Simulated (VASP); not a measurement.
Set up this calculation in VASP 6.6.1, as the native input.

```yaml
Task: single point
Functional: r2SCAN
Potentials_or_basis: VASP PAW PBE potentials, release 64 (Cd, Te)
Cutoff: 520 eV
k_mesh: 10 × 10 × 10
Occupations: gaussian, width 0.05 eV
Spin: no spin polarisation
Dipole_correction: no
Further_INCAR_settings: ALGO = Normal; EDIFF = 1e-07; NBANDS = 16
```

The system is CdTe.

```
Cd Te
1.0
     0.00000    3.18885    3.18885
     3.18885    0.00000    3.18885
     3.18885    3.18885    0.00000
Cd Te
1 1
Direct
  0.00000 0.00000 0.00000
  0.25000 0.25000 0.25000
```

This cell differs from its parent crystal: volume scaled by 0.920.

The input as run:

POSCAR

```
CdTe
1.0
    0.0000000000      3.1888480835      3.1888480835
    3.1888480835      0.0000000000      3.1888480835
    3.1888480835      3.1888480835      0.0000000000
Cd Te
1 1
Direct
    0.0000000000      0.0000000000      0.0000000000
    0.2500000000      0.2500000000      0.2500000000
```

INCAR.step1

```
ALGO = Normal
EDIFF = 1E-4
ENCUT = 520
GGA = PE
ISMEAR = 0
LASPH = True
LCHARG = False
LREAL = False
LWAVE = True
NBANDS = 16
NELM = 80
PREC = Accurate
SIGMA = 0.05
```

INCAR.step2

```
ALGO = Normal
EDIFF = 1E-7
ENCUT = 520
ISIF = 2
ISMEAR = 0
ISTART = 1
LASPH = True
LCHARG = False
LMIXTAU = True
LREAL = False
LWAVE = False
METAGGA = R2SCAN
NBANDS = 16
NELM = 80
PREC = Accurate
SIGMA = 0.05
```

KPOINTS

```
k-points
0
Gamma
  10 10 10
```

Potentials or basis: VASP PAW PBE potentials, release 64 (Cd, Te).

Command:

```sh
$ cat potpaw_PBE.64/Cd/POTCAR potpaw_PBE.64/Te/POTCAR > POTCAR
$ cp INCAR.step1 INCAR
$ mpirun -np 1 vasp_std > vasp.out
$ cp INCAR.step2 INCAR
$ mpirun -np 1 vasp_std > vasp.out
```

It gave:

```json
{
  "Pressure": "4.2 GPa",
  "Band gap on the k mesh": "1.43 eV, direct"
}
```

Caveat: the PAW data sets were made with another functional, which shifts forces and pressure a little; spin-orbit coupling is left out, which moves the levels of the heavy elements.

Run time: 2.3 min on 1 thread of AMD EPYC 9R45 96-Core Processor (Zen 5), with other jobs on the host, peak memory 0.21 GiB.
